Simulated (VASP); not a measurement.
# Ag2Au (Pn-3m) in VASP: notebook

Runs on Ag2Au. Level: PBE. Tasks: single point, relaxation of cell and atoms.

Everything below comes from runs of VASP 6.6.1. Logs are shortened: lines on timing, memory, paths and dates and some standing lists are left out, and cuts for length are marked.

**1. The cell of the first run**

Symmetry: Pn-3m, No. 224, cubic system. Conventional cell: a = 5.065 Å, b = 5.065 Å, c = 5.065 Å, α = 90.00°, β = 90.00°, γ = 90.00°. Within 2.9 Å of Ag (site symmetry -3m) lie 2 Au at 2.19 Å. Within 2.9 Å of Au (site symmetry -43m) lie 4 Ag at 2.19 Å.

**2. Single point, PBE**

INCAR

```
  PREC = Accurate
  ENCUT = 520
  EDIFF = 1E-6
  ISMEAR = 0
  SIGMA = 0.1
  LREAL = False
  LASPH = True
  NELM = 100
  ALGO = Normal
  ISIF = 2
  LWAVE = False
  LCHARG = False
  GGA = PE
  NBANDS = 42
```

KPOINTS

```
regular mesh
0
Gamma
  4 4 4
```

POSCAR

```
Ag2Au
1.0
    5.0649777684      0.0000000000      0.0000000000
    0.0000000000      5.0649777684      0.0000000000
    0.0000000000      0.0000000000      5.0649777684
Ag Au
4 2
Direct
    0.2500000000      0.2500000000      0.2500000000
    0.2500000000      0.7500000000      0.7500000000
    0.7500000000      0.7500000000      0.2500000000
    0.7500000000      0.2500000000      0.7500000000
    0.0000000000      0.0000000000      0.0000000000
    0.5000000000      0.5000000000      0.5000000000
```

Potentials or basis: VASP PAW PBE potentials, release 64 (Ag, Au).

Started as:

```sh
cat potpaw_PBE.64/Ag/POTCAR potpaw_PBE.64/Au/POTCAR > POTCAR
mpirun -np 1 vasp_std > vasp.out
```

OUTCAR:

```text
PREC = Accurate
   ENCUT = 520
   EDIFF = 1E-6
   ISMEAR = 0
   LREAL = False
   LASPH = True
   NELM = 100
   ISIF = 2
   GGA = PE

 ion  position               nearest neighbor table
   1  0.250  0.250  0.250-   5 2.19   6 2.19   4 3.58   2 3.58   3 3.58   2 3.58   4 3.58   2 3.58
                             3 3.58   2 3.58   3 3.58   4 3.58   4 3.58   3 3.58
   2  0.250  0.750  0.750-   5 2.19   6 2.19   4 3.58   1 3.58   3 3.58   1 3.58   3 3.58   1 3.58
                             4 3.58   1 3.58   3 3.58   4 3.58   3 3.58   4 3.58
   3  0.750  0.750  0.250-   5 2.19   6 2.19   4 3.58   1 3.58   2 3.58   2 3.58   4 3.58   1 3.58
                             4 3.58   4 3.58   1 3.58   2 3.58   2 3.58   1 3.58
   4  0.750  0.250  0.750-   5 2.19   6 2.19   3 3.58   1 3.58   2 3.58   1 3.58   3 3.58   2 3.58
                             3 3.58   3 3.58   1 3.58   2 3.58   1 3.58   2 3.58
   5  0.000  0.000  0.000-   1 2.19   2 2.19   3 2.19   4 2.19
   6  0.500  0.500  0.500-   1 2.19   2 2.19   3 2.19   4 2.19

  LATTYP: Found a simple cubic cell.
 ALAT       =     5.0649777684

  Lattice vectors:

 A1 = (   5.0649777684,   0.0000000000,   0.0000000000)
 A2 = (   0.0000000000,   5.0649777684,   0.0000000000)
 A3 = (   0.0000000000,   0.0000000000,   5.0649777684)

Analysis of symmetry for initial positions (statically):
=====================================================================
 Subroutine PRICEL returns:
 Original cell was already a primitive cell.

 Routine SETGRP: Setting up the symmetry group for a
 simple cubic supercell.

 Subroutine GETGRP returns: Found 48 space group operations
 (whereof 24 operations were pure point group operations)
 out of a pool of 48 trial point group operations.

The static configuration has the point symmetry T_d .
 The point group associated with its full space group is O_h .

Analysis of symmetry for dynamics (positions and initial velocities):
=====================================================================
 Subroutine PRICEL returns:
 Original cell was already a primitive cell.

 Routine SETGRP: Setting up the symmetry group for a
 simple cubic supercell.

 Subroutine GETGRP returns: Found 48 space group operations
 (whereof 24 operations were pure point group operations)
 out of a pool of 48 trial point group operations.

The dynamic configuration has the point symmetry T_d .
 The point group associated with its full space group is O_h .

 Subroutine INISYM returns: Found 48 space group operations
 (whereof 24 operations are pure point group operations),
 and found     1 'primitive' translations

----------------------------------------------------------------------------------------

                                     Primitive cell

  volume of cell :     129.9369

  direct lattice vectors                    reciprocal lattice vectors
     5.064977768  0.000000000  0.000000000     0.197434233  0.000000000  0.000000000
     0.000000000  5.064977768  0.000000000     0.000000000  0.197434233  0.000000000
     0.000000000  0.000000000  5.064977768     0.000000000  0.000000000  0.197434233

  length of vectors
     5.064977768  5.064977768  5.064977768     0.197434233  0.197434233  0.197434233

  position of ions in fractional coordinates (direct lattice)
     0.250000000  0.250000000  0.250000000
     0.250000000  0.750000000  0.750000000
     0.750000000  0.750000000  0.250000000
     0.750000000  0.250000000  0.750000000
     0.000000000  0.000000000  0.000000000
     0.500000000  0.500000000  0.500000000

  ion indices of the primitive-cell ions
   primitive index   ion index
                 1           1
                 2           2
                 3           3
                 4           4
                 5           5
                 6           6

----------------------------------------------------------------------------------------

 KPOINTS: regular mesh

Automatic generation of k-mesh.
 Grid dimensions read from file:
 generate k-points for:    4    4    4

 Generating k-lattice:

  Cartesian coordinates                     Fractional coordinates (reciprocal lattice)
     0.049358558  0.000000000  0.000000000     0.250000000  0.000000000  0.000000000
     0.000000000  0.049358558  0.000000000     0.000000000  0.250000000  0.000000000
     0.000000000  0.000000000  0.049358558     0.000000000  0.000000000  0.250000000

  Length of vectors
     0.049358558  0.049358558  0.049358558

  Shift w.r.t. Gamma in fractional coordinates (k-lattice)
     0.000000000  0.000000000  0.000000000

 Subroutine IBZKPT returns following result:
 ===========================================

 Found     10 irreducible k-points:

 Following reciprocal coordinates:
            Coordinates               Weight
  0.000000  0.000000  0.000000      1.000000
  0.250000  0.000000  0.000000      6.000000
  0.500000  0.000000  0.000000      3.000000
  0.250000  0.250000  0.000000     12.000000
  0.500000  0.250000  0.000000     12.000000
  0.500000  0.500000  0.000000      3.000000
  0.250000  0.250000  0.250000      8.000000
  0.500000  0.250000  0.250000     12.000000
  0.500000  0.500000  0.250000      6.000000
  0.500000  0.500000  0.500000      1.000000
   k-points           NKPTS =     10   k-points in BZ     NKDIM =     10   number of bands    NBANDS=     42
   number of dos      NEDOS =    301   number of ions     NIONS =      6
   total plane-waves  NPLWV =  64000
   dimension x,y,z NGX =    40 NGY =   40 NGZ =   40
   dimension x,y,z NGXF=    80 NGYF=   80 NGZF=   80
   ions per type =               4   2
   NGX,Y,Z   is equivalent  to a cutoff of  13.13, 13.13, 13.13 a.u.
   NGXF,Y,Z  is equivalent  to a cutoff of  26.26, 26.26, 26.26 a.u.
 SYSTEM =  unknown system
   PREC   = accura    normal or accurate (medium, high low for compatibility)
   ISTART =      0    job   : 0-new  1-cont  2-samecut
   ICHARG =      2    charge: 1-file 2-atom 10-const
   ISPIN  =      1    spin polarized calculation?
   LNONCOLLINEAR =      F non collinear calculations
   LSORBIT =      F    spin-orbit coupling
   LASPH  =      T    aspherical Exc in radial PAW
   ENCUT  =  520.0 eV  38.22 Ry    6.18 a.u.   9.42  9.42  9.42*2*pi/ulx,y,z
   NELM   =    100;   NELMIN=  2; NELMDL= -5     # of ELM steps
   EDIFF  = 0.1E-05   stopping-criterion for ELM
   LREAL  =      F    real-space projection
   EDIFFG = 0.1E-04   stopping-criterion for IOM
   NSW    =      0    number of steps for IOM
   IBRION =     -1    ionic relax: 0-MD 1-quasi-New 2-CG
   NFREE  =      0    steps in history (QN), initial steepest desc. (CG)
   ISIF   =      2    stress and relaxation
   ISYM   =      2    0-nonsym 1-usesym 2-fastsym
   POTIM  = 0.5000    time-step for ionic-motion
   TEBEG  =    0.0;   TEEND  =   0.0 temperature during run
   PSTRESS=    0.0 pullay stress
   NELECT =      66.0000    total number of electrons
   NUPDOWN=      -1.0000    fix difference up-down
   EMIN   =  10.00;   EMAX   =-10.00  energy-range for DOS
   EFERMI =   0.00;   METHOD = LEGACY
   ISMEAR =     0;   SIGMA  =   0.10  broadening in eV -4-tet -1-fermi 0-gaus
   EFERMI_NEDOS =   21; number of points for ismear=-14 and -15
   IALGO  =     38    algorithm
   IMIX   =      4    mixing-type and parameters
     AMIX     =   0.40;   BMIX     =  1.00
     AMIX_MAG =   1.60;   BMIX_MAG =  1.00
  volume/ion in A,a.u.               =      21.66       146.14
  Fermi-wavevector in a.u.,A,eV,Ry     =   1.306207  2.468373 23.213936  1.706176
  Thomas-Fermi vector in A             =   2.437024
   LORBIT       =      0    0 simple, 1 ext, 2 COOP (PROOUT), +10 PAW based schemes
   GGA     = PE    functional components
   LHFCALC =     F    Hartree Fock is set to
   AEXX    =    0.0000 exact exchange contribution
   IVDW    =     0    specifies the selected vdW correction
   LEPSILON=     F    determine dielectric tensor
   LRPA    =     F    only Hartree local field effects (RPA)
 non-spin polarized calculation
 Gauss-broadening in eV      SIGMA  =   0.10
  energy-cutoff  :      520.00
  volume of cell :      129.94
 maximum number of plane-waves:      3532
 NGX is ok and might be reduce to    40
   NGX = 19   NGY = 19   NGZ = 19

 number of electron      65.9999982 magnetization

 Free energy of the ion-electron system (eV)
  ---------------------------------------------------
  ext. energy  EPLUGINS =         0.00000000
  ---------------------------------------------------
  free energy    TOTEN  =        -3.10333326 eV

  energy without entropy =       -3.08588778  energy(sigma->0) =       -3.09461052

 E-fermi :   5.8522     XC(G=0): -10.6253

 val. band max:        5.7862025169   @ k =   0.5000   0.2500   0.0000
 cond. band min:       6.0692826951   @ k =   0.2500   0.2500   0.2500
 fundamental gap:      0.2830801782
 Fermi energy:         5.8521765902

 k-point     1 :       0.0000    0.0000    0.0000
  band No.  band energies     occupation
      1      -2.2536      2.00000
      2      -2.2536      2.00000
      3      -2.2536      2.00000
      4      -2.2406      2.00000
      5      -1.5277      2.00000
      6      -1.5277      2.00000
[... 34 lines left out ...]
     41      12.6374      0.00000
     42      12.6374      0.00000

 k-point     2 :       0.2500    0.0000    0.0000
  band No.  band energies     occupation
      1      -2.1544      2.00000
      2      -2.1398      2.00000
      3      -2.1398      2.00000
      4      -2.0756      2.00000
      5      -1.3883      2.00000
      6      -1.3643      2.00000
[... 34 lines left out ...]
     41      11.6122      0.00000
     42      13.0542      0.00000

 k-point     3 :       0.5000    0.0000    0.0000
  band No.  band energies     occupation
      1      -1.9929      2.00000
      2      -1.9929      2.00000
      3      -1.9787      2.00000
      4      -1.9787      2.00000
      5      -0.9326      2.00000
      6      -0.9326      2.00000
[... 267 lines left out ...]
      4      -1.8920      2.00000
      5      -1.3818      2.00000
      6      -1.3093      2.00000
[... 34 lines left out ...]
     41      14.6604      0.00000
     42      14.8902      0.00000

 k-point    10 :       0.5000    0.5000    0.5000
  band No.  band energies     occupation
      1      -2.1524      2.00000
      2      -2.1524      2.00000
      3      -2.1524      2.00000
      4      -1.7753      2.00000
      5      -1.4959      2.00000
      6      -1.4959      2.00000
[... 34 lines left out ...]
     41      16.0877      0.00000
     42      16.7436      0.00000

------------------------ aborting loop because EDIFF is reached ----------------------------------------

  FORCE on cell =-STRESS in cart. coord.  units (eV):
  Direction    XX          YY          ZZ          XY          YZ          ZX
  --------------------------------------------------------------------------------------
  -------------------------------------------------------------------------------------
  Total       43.3714036     43.3714036     43.3714036     -0.0000000     -0.0000000      0.0000000
  in kB      534.7877236    534.7877236    534.7877236     -0.0000000     -0.0000000      0.0000000
  external PRESSURE =     534.7877236 kB  Pullay stress =       0.0000000 kB

 VOLUME and BASIS-vectors are now :
 -----------------------------------------------------------------------------
  energy-cutoff  :      520.00
  volume of cell :      129.94
      direct lattice vectors                 reciprocal lattice vectors
     5.064977768  0.000000000  0.000000000     0.197434233  0.000000000  0.000000000
     0.000000000  5.064977768  0.000000000     0.000000000  0.197434233  0.000000000
     0.000000000  0.000000000  5.064977768     0.000000000  0.000000000  0.197434233

 POSITION                                       TOTAL-FORCE (eV/Angst)
 -----------------------------------------------------------------------------------
      1.26624      1.26624      1.26624         0.000000     -0.000000      0.000000
      1.26624      3.79873      3.79873         0.000000      0.000000      0.000000
      3.79873      3.79873      1.26624        -0.000000     -0.000000     -0.000000
      3.79873      1.26624      3.79873         0.000000     -0.000000     -0.000000
      0.00000      0.00000      0.00000        -0.000000      0.000000      0.000000
      2.53249      2.53249      2.53249         0.000000      0.000000      0.000000
 -----------------------------------------------------------------------------------
    total drift:                                0.000000     -0.000000     -0.000000

  FREE ENERGIE OF THE ION-ELECTRON SYSTEM (eV)
  ---------------------------------------------------
  free  energy   TOTEN  =        -3.1033332623 eV

  energy  without entropy=       -3.0858877772  energy(sigma->0) =       -3.09461052
```

It took 32 s on 1 thread of Intel Xeon Platinum 8375C at 2.90GHz (Ice Lake), shared host; peak memory 0.25 GiB.

What came out:

```yaml
Free_energy: -3.1033 eV
Pressure: 53.5 GPa
Band_gap_on_the_k_mesh: zero (band 33 reaches 7.86 eV, above the bottom of band 34 at 4.39 eV)
```

Caveat: spin-orbit coupling is left out, which moves the levels of the heavy elements.

**3. Single point, PBE**

This run uses another cell than the first one, of 36.08 Å³/atom, 1.666 times its volume.

INCAR

```
SYSTEM = Ag2Au
PREC     = Accurate       ! precision mode
ENCUT    = 520            ! plane-wave cutoff, eV
EDIFF    = 1E-6           ! SCF threshold, eV
ISMEAR   = 0              ! smearing method
SIGMA    = 0.1            ! smearing width, eV
LREAL    = .FALSE.        ! projectors in reciprocal space
LASPH    = .TRUE.         ! aspherical terms in the spheres
NELM     = 60             ! most SCF steps
ALGO     = Normal         ! electronic algorithm
ISIF     = 2              ! what is computed and relaxed
LWAVE    = .FALSE.        ! write WAVECAR
LCHARG   = .FALSE.        ! write CHGCAR
GGA      = PE             ! functional
NBANDS   = 42             ! bands
```

KPOINTS

```
regular mesh
0
G
  4 4 4
  0 0 0
```

Changes to POSCAR since step 2:

```diff
@@ -2,5 +2,5 @@
 1.0
-    5.0649777684      0.0000000000      0.0000000000
-    0.0000000000      5.0649777684      0.0000000000
-    0.0000000000      0.0000000000      5.0649777684
+    6.0044585846      0.0000000000      0.0000000000
+    0.0000000000      6.0044585846      0.0000000000
+    0.0000000000      0.0000000000      6.0044585846
 Ag Au
```

Potentials or basis: VASP PAW PBE potentials, release 64 (Ag, Au).

Started as:

```sh
cat potpaw_PBE.64/Ag/POTCAR potpaw_PBE.64/Au/POTCAR > POTCAR
mpirun -np 1 vasp_std > vasp.out
```

Wall time 59 s (1 thread of Intel Xeon Platinum 8375C at 2.90GHz (Ice Lake), shared host); peak memory 0.36 GiB.

Results (log left out):

```yaml
Free_energy: -11.7482 eV
Pressure: 0.1 GPa
Band_gap_on_the_k_mesh: zero (band 33 reaches 2.64 eV, above the bottom of band 34 at 0.72 eV)
```

Levels at points of the mesh, in eV from the Fermi level:
```csv
k point,band 29,band 30,band 31,band 32,band 33,band 34,band 35,band 36
"(0.00, 0.00, 0.00)",-2.02,-1.88,-1.88,-1.88,0.90,0.90,0.90,2.84
"(0.50, 0.00, 0.00)",-2.37,-2.37,-2.09,-2.09,1.09,1.09,1.14,1.14
"(0.50, 0.50, 0.00)",-2.17,-2.17,-2.02,-2.02,-0.83,-0.83,2.33,2.33
"(0.50, 0.50, 0.50)",-2.05,-2.02,-2.02,-1.55,0.33,0.33,0.33,0.90
```

Caveat: spin-orbit coupling is left out, which moves the levels of the heavy elements.

**4. Single point, PBE**

This run uses another cell than the first one, of 36.08 Å³/atom, 1.666 times its volume.

INCAR

```
ALGO     = Fast           # electronic algorithm
EDIFF    = 1E-6           # SCF threshold, eV
ENCUT    = 520            # plane-wave cutoff, eV
GGA      = PE             # functional
ISIF     = 2              # what is computed and relaxed
ISMEAR   = 0              # smearing method
LASPH    = True           # aspherical terms in the spheres
LCHARG   = False          # write CHGCAR
LREAL    = False          # projectors in reciprocal space
LWAVE    = False          # write WAVECAR
NBANDS   = 42             # bands
NELM     = 80             # most SCF steps
PREC     = Accurate       # precision mode
SIGMA    = 0.1            # smearing width, eV
```

KPOINTS

```
k-points
0
Gamma
  6 6 6
```

POSCAR is that of step 3.

Started as:

```sh
cat potpaw_PBE.64/Ag/POTCAR potpaw_PBE.64/Au/POTCAR > POTCAR
mpirun -np 1 vasp_std > vasp.out
```

Wall time 2.4 min (1 thread of Intel Xeon Platinum 8375C at 2.90GHz (Ice Lake), shared host); peak memory 0.41 GiB.

The run converged. Its results:

```yaml
Free_energy: -11.7923 eV
Pressure: 0.0 GPa
Band_gap_on_the_k_mesh: zero (band 33 reaches 2.64 eV, above the bottom of band 34 at 0.71 eV)
```

Levels at points of the mesh, in eV from the Fermi level:
```
           k point  band 31  band 32  band 33  band 34  band 35  band 36
(0.00, 0.00, 0.00)    -1.96    -1.96     0.82     0.82     0.82     2.76
(0.50, 0.00, 0.00)    -2.17    -2.17     1.02     1.02     1.07     1.07
(0.50, 0.50, 0.00)    -2.10    -2.10    -0.91    -0.91     2.25     2.25
(0.50, 0.50, 0.50)    -2.10    -1.63     0.25     0.25     0.25     0.82
```

Caveat: spin-orbit coupling is left out, which moves the levels of the heavy elements.

[end of part 1 of 2]
